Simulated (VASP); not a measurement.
Input of a VASP 6.6.1 run:

File INCAR:

```
SYSTEM = LiSc3
PREC = Accurate ; ENCUT = 600
EDIFF = 1E-7 ; ISMEAR = 0
SIGMA = 0.1 ; LREAL = .FALSE.
LASPH = .TRUE. ; NELM = 60
ALGO = Fast ; ISIF = 3
LWAVE = .FALSE. ; LCHARG = .FALSE.
GGA = PE ; IBRION = 2
NSW = 100 ; EDIFFG = -0.01
```

File KPOINTS:

```
Automatic mesh
0
G
  10 10 10
  0 0 0
```

The input POSCAR:

```
LiSc3
1.0
    4.5272971902      0.0000000000      0.0000000000
    0.0000000000      4.5272971902      0.0000000000
    0.0000000000      0.0000000000      4.5272971902
Li Sc
1 3
Direct
    0.0000000000      0.0000000000      0.0000000000
    0.0000000000      0.5000000000      0.5000000000
    0.5000000000      0.0000000000      0.5000000000
    0.5000000000      0.5000000000      0.0000000000
```

Potentials or basis: VASP PAW PBE potentials, release 64 (Li_sv, Sc_sv).

The run is started by

```console
$ cat potpaw_PBE.64/Li_sv/POTCAR potpaw_PBE.64/Sc_sv/POTCAR > POTCAR
$ mpirun -np 1 vasp_std > vasp.out
```

Task: Predict the space group after relaxing (to 0.1 Å).

Result: Pm-3m (No. 221).

Task: Predict the relaxed cell.

Result: a = 4.537 Å, b = 4.537 Å, c = 4.537 Å, α = 90.00°, β = 90.00°, γ = 90.00°.

Task: Estimate the relaxed volume.

Result: 23.35 Å³/atom.

Task: Predict the band gap on the k mesh.

Result: Zero (bands 18 and 19 overlap by 0.37 eV).

Final structure:
```
Li Sc
1.0
     4.53695    0.00000    0.00000
     0.00000    4.53695    0.00000
     0.00000    0.00000    4.53695
Li Sc
1 3
Direct
  0.00000 0.00000 0.00000
  0.00000 0.50000 0.50000
  0.50000 0.00000 0.50000
  0.50000 0.50000 0.00000
```

Caveat: the cutoff is under 1.25 times the usual one of these potentials, so pressure, stress and relaxed cells hold a basis-set (Pulay) error.
